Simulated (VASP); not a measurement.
Crystal: KCl.

```
K Cl
1.0
     0.00000    3.14485    3.14485
     3.32505    0.00000    3.14485
     3.32505    3.14485    0.00000
K Cl
1 1
Direct
  0.00000 0.00000 0.00000
  0.50000 0.50000 0.50000
```

This cell differs from its parent crystal: uniaxial x strain +5.7%.

Base run:

```yaml
Program: VASP 6.6.1
Functional: r2SCAN
Potentials_or_basis: VASP PAW PBE potentials, release 64 (K_sv, Cl)
Cutoff: 520 eV
k_mesh: 8 × 8 × 8
Occupations: gaussian, width 0.01 eV
Spin: no spin polarisation
```

Its results: band gap on the k mesh 5.63 eV; pressure -0.8 GPa.

Q: The run is repeated on the same cell with these changes: functional from r2SCAN to PBE; occupations from gaussian, width 0.01 eV to fermi-dirac, width 0.02 eV. What comes out?

A: Band gap on the k mesh 4.99 eV; pressure 0.0 GPa.

Caveats: the PAW data sets were made with another functional, which shifts forces and pressure a little (at least some runs).

A k mesh can miss the band edges.
